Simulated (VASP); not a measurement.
# Pt (Fm-3m) in VASP: single point with r2SCAN

Aim: the single point of Pt with r2SCAN.

Everything below comes from runs of VASP 6.6.1. Logs are shortened: lines on timing, memory, paths and dates and some standing lists are left out, and cuts for length are marked.

### Step 1. The cell of the first run

The structure is cubic, space group Fm-3m (No. 225). Conventional cell: a = 3.940 Å, b = 3.940 Å, c = 3.940 Å, α = 90.00°, β = 90.00°, γ = 90.00°. Within 3.7 Å of Pt (site symmetry m-3m) lie 12 Pt at 2.79 Å.

### Step 2. Single point, r2SCAN

POSCAR

```
Pt
1.0
    0.0000000000      1.9699682571      1.9699682571
    1.9699682571      0.0000000000      1.9699682571
    1.9699682571      1.9699682571      0.0000000000
Pt
1
Direct
    0.0000000000      0.0000000000      0.0000000000
```

INCAR.step1

```
SYSTEM = Pt
ALGO = Normal
EDIFF = 1E-5
ENCUT = 550
GGA = PE
GGA_COMPAT = .FALSE.
ISMEAR = 0
LASPH = .TRUE.
LCHARG = .FALSE.
LREAL = .FALSE.
LWAVE = .TRUE.
NBANDS = 11
NELM = 120
PREC = Accurate
SIGMA = 0.1
```

INCAR.step2

```
SYSTEM = Pt
ALGO = Normal
EDIFF = 1E-6
ENCUT = 550
GGA_COMPAT = .FALSE.
ISIF = 2
ISMEAR = 0
ISTART = 1
LASPH = .TRUE.
LCHARG = .FALSE.
LMIXTAU = .TRUE.
LREAL = .FALSE.
LWAVE = .FALSE.
METAGGA = R2SCAN
NBANDS = 11
NELM = 120
PREC = Accurate
SIGMA = 0.1
```

KPOINTS

```
k-points
0
G
  18 18 18
  0 0 0
```

Potentials or basis: VASP PAW PBE potentials, release 64 (Pt).

Run with:

```
> cat potpaw_PBE.64/Pt/POTCAR > POTCAR
> cp INCAR.step1 INCAR
> mpirun -np 1 vasp_std > vasp.out
> cp INCAR.step2 INCAR
> mpirun -np 1 vasp_std > vasp.out
```

OUTCAR:

```text
SYSTEM = Pt
   EDIFF = 1E-6
   ENCUT = 550
   ISIF = 2
   ISMEAR = 0
   ISTART = 1
   LASPH = .TRUE.
   LREAL = .FALSE.
   METAGGA = R2SCAN
   NELM = 120
   PREC = Accurate

 ion  position               nearest neighbor table
   1  0.000  0.000  0.000-

  LATTYP: Found a face centered cubic cell.
 ALAT       =     3.9399365142

  Lattice vectors:

 A1 = (   0.0000000000,   1.9699682571,   1.9699682571)
 A2 = (   1.9699682571,   0.0000000000,   1.9699682571)
 A3 = (   1.9699682571,   1.9699682571,   0.0000000000)

Analysis of symmetry for initial positions (statically):
=====================================================================
 Subroutine PRICEL returns:
 Original cell was already a primitive cell.

 Routine SETGRP: Setting up the symmetry group for a
 face centered cubic supercell.

 Subroutine GETGRP returns: Found 48 space group operations
 (whereof 48 operations were pure point group operations)
 out of a pool of 48 trial point group operations.

The static configuration has the point symmetry O_h .

Analysis of symmetry for dynamics (positions and initial velocities):
=====================================================================
 Subroutine PRICEL returns:
 Original cell was already a primitive cell.

 Routine SETGRP: Setting up the symmetry group for a
 face centered cubic supercell.

 Subroutine GETGRP returns: Found 48 space group operations
 (whereof 48 operations were pure point group operations)
 out of a pool of 48 trial point group operations.

The dynamic configuration has the point symmetry O_h .

 Subroutine INISYM returns: Found 48 space group operations
 (whereof 48 operations are pure point group operations),
 and found     1 'primitive' translations

----------------------------------------------------------------------------------------

                                     Primitive cell

  volume of cell :      15.2900

  direct lattice vectors                    reciprocal lattice vectors
     0.000000000  1.969968257  1.969968257    -0.253811196  0.253811196  0.253811196
     1.969968257  0.000000000  1.969968257     0.253811196 -0.253811196  0.253811196
     1.969968257  1.969968257  0.000000000     0.253811196  0.253811196 -0.253811196

  length of vectors
     2.785955827  2.785955827  2.785955827     0.439613888  0.439613888  0.439613888

[... 76 lines left out ...]
   ENCUT  =  550.0 eV  40.42 Ry    6.36 a.u.   5.33  5.33  5.33*2*pi/ulx,y,z
   NELM   =    120;   NELMIN=  2; NELMDL=  0     # of ELM steps
   EDIFF  = 0.1E-05   stopping-criterion for ELM
   LREAL  =      F    real-space projection
   EDIFFG = 0.1E-04   stopping-criterion for IOM
   NSW    =      0    number of steps for IOM
   IBRION =     -1    ionic relax: 0-MD 1-quasi-New 2-CG
   NFREE  =      0    steps in history (QN), initial steepest desc. (CG)
   ISIF   =      2    stress and relaxation
   ISYM   =      2    0-nonsym 1-usesym 2-fastsym
   POTIM  = 0.5000    time-step for ionic-motion
   TEBEG  =    0.0;   TEEND  =   0.0 temperature during run
   PSTRESS=    0.0 pullay stress
   NELECT =      10.0000    total number of electrons
   NUPDOWN=      -1.0000    fix difference up-down
   EMIN   =  10.00;   EMAX   =-10.00  energy-range for DOS
   EFERMI =   0.00;   METHOD = LEGACY
   ISMEAR =     0;   SIGMA  =   0.10  broadening in eV -4-tet -1-fermi 0-gaus
   EFERMI_NEDOS =   21; number of points for ismear=-14 and -15
   IALGO  =     38    algorithm
   IMIX   =      4    mixing-type and parameters
     AMIX     =   0.40;   BMIX     =  1.00
     AMIX_MAG =   1.60;   BMIX_MAG =  1.00
  volume/ion in A,a.u.               =      15.29       103.18
  Fermi-wavevector in a.u.,A,eV,Ry     =   1.421038  2.685372 27.474900  2.019348
  Thomas-Fermi vector in A             =   2.541890
   LORBIT       =      0    0 simple, 1 ext, 2 COOP (PROOUT), +10 PAW based schemes
   METAGGA = R2SCAN    functional components
   LHFCALC =     F    Hartree Fock is set to
   AEXX    =    0.0000 exact exchange contribution
   IVDW    =     0    specifies the selected vdW correction
   LEPSILON=     F    determine dielectric tensor
   LRPA    =     F    only Hartree local field effects (RPA)
 non-spin polarized calculation
 Gauss-broadening in eV      SIGMA  =   0.10
  energy-cutoff  :      550.00
  volume of cell :       15.29
 maximum number of plane-waves:       464
 NGX is ok and might be reduce to    24
   NGX = 11   NGY = 11   NGZ = 11

 number of electron      10.0000001 magnetization

 Free energy of the ion-electron system (eV)
  ---------------------------------------------------
  ext. energy  EPLUGINS =         0.00000000
  ---------------------------------------------------
  free energy    TOTEN  =       -51.50119659 eV

  energy without entropy =      -51.49086936  energy(sigma->0) =      -51.49603297

 E-fermi :  10.7542     XC(G=0): -14.5384

 val. band max:       10.7512283882   @ k =   0.4444   0.1111   0.0000
 cond. band min:      10.7542711575   @ k =  -0.2778   0.3889   0.1667
 fundamental gap:      0.0030427693
 Fermi energy:        10.7541572192

 k-point     1 :       0.0000    0.0000    0.0000
  band No.  band energies     occupation
      1       0.4155      2.00000
      2       6.9220      2.00000
      3       6.9220      2.00000
      4       6.9220      2.00000
      5       9.0376      2.00000
      6       9.0376      2.00000
      7      26.2722      0.00000
      8      31.3625      0.00000
      9      31.3625      0.00000
     10      31.3625      0.00000
     11      37.1857      0.00000
[... 309 lines left out ...]
 k-point    24 :      -0.2222    0.0556    0.0000
  band No.  band energies     occupation
      1       2.5094      2.00000
      2       6.4422      2.00000
      3       7.3081      2.00000
      4       7.3743      2.00000
      5       8.8704      2.00000
      6       9.5598      2.00000
      7      25.1529      0.00000
      8      28.1638      0.00000
      9      32.6873      0.00000
     10      34.3052      0.00000
     11      35.5125      0.00000

 [... further k-points ...]
[... 5 lines left out ...]
  --------------------------------------------------------------------------------------
  -------------------------------------------------------------------------------------
  Total        0.0734405      0.0734405      0.0734405     -0.0000000     -0.0000000      0.0000000
  in kB        7.6955273      7.6955273      7.6955273     -0.0000000     -0.0000000      0.0000000
  external PRESSURE =       7.6955273 kB  Pullay stress =       0.0000000 kB

 VOLUME and BASIS-vectors are now :
 -----------------------------------------------------------------------------
  energy-cutoff  :      550.00
  volume of cell :       15.29
      direct lattice vectors                 reciprocal lattice vectors
     0.000000000  1.969968257  1.969968257    -0.253811196  0.253811196  0.253811196
     1.969968257  0.000000000  1.969968257     0.253811196 -0.253811196  0.253811196
     1.969968257  1.969968257  0.000000000     0.253811196  0.253811196 -0.253811196

 POSITION                                       TOTAL-FORCE (eV/Angst)
 -----------------------------------------------------------------------------------
      0.00000      0.00000      0.00000         0.000000      0.000000      0.000000
 -----------------------------------------------------------------------------------
    total drift:                                0.000000      0.000000     -0.000000

  FREE ENERGIE OF THE ION-ELECTRON SYSTEM (eV)
  ---------------------------------------------------
  free  energy   TOTEN  =       -51.5011965923 eV

  energy  without entropy=      -51.4908693569  energy(sigma->0) =      -51.49603297
```

OUTCAR.step1:

```text
SYSTEM = Pt
   EDIFF = 1E-5
   ENCUT = 550
   GGA = PE
   ISMEAR = 0
   LASPH = .TRUE.
[... 554 lines left out ...]
 -----------------------------------------------------------------------------------
      0.00000      0.00000      0.00000         0.000000      0.000000      0.000000
 -----------------------------------------------------------------------------------
    total drift:                               -0.000000      0.000000     -0.000000

  FREE ENERGIE OF THE ION-ELECTRON SYSTEM (eV)
  ---------------------------------------------------
  free  energy   TOTEN  =        -6.0943886731 eV

  energy  without entropy=       -6.0834940444  energy(sigma->0) =       -6.08894136
```

OSZICAR.step1:

```text
N       E                     dE             d eps       ncg     rms          rms(c)
DAV:   1     0.418910728420E+02    0.41891E+02   -0.55330E+03  4338   0.885E+02
DAV:   2    -0.582455518421E+01   -0.47716E+02   -0.45883E+02  4847   0.181E+02
DAV:   3    -0.647211918229E+01   -0.64756E+00   -0.64449E+00  5028   0.202E+01
DAV:   4    -0.647457217483E+01   -0.24530E-02   -0.24528E-02  4923   0.146E+00
DAV:   5    -0.647459191903E+01   -0.19744E-04   -0.19743E-04  5016   0.123E-01    0.124E+01
DAV:   6    -0.613523597762E+01    0.33936E+00   -0.78175E-01  4644   0.703E+00    0.656E+00
DAV:   7    -0.609782474981E+01    0.37411E-01   -0.14056E-01  4959   0.290E+00    0.251E+00
DAV:   8    -0.609462776485E+01    0.31970E-02   -0.65354E-03  4668   0.694E-01    0.586E-01
DAV:   9    -0.609438579004E+01    0.24197E-03   -0.24428E-04  4785   0.135E-01    0.471E-02
DAV:  10    -0.609438867309E+01   -0.28831E-05   -0.50758E-06  2994   0.177E-02
   1 F= -.60943887E+01 E0= -.60889414E+01  d E =-.108946E-01
```

It took 78 s on 1 thread of Intel Xeon 6975P-C (Granite Rapids), shared host; peak memory 0.17 GiB.

What came out:

```
Free energy            : -51.5012 eV
Pressure               : 0.8 GPa
Band gap on the k mesh : zero (band 5 reaches 11.26 eV, above the bottom of band 6 at 8.94 eV)
```

Caveat: the PAW data sets were made with another functional, which shifts forces and pressure a little; spin-orbit coupling is left out, which moves the levels of the heavy elements.
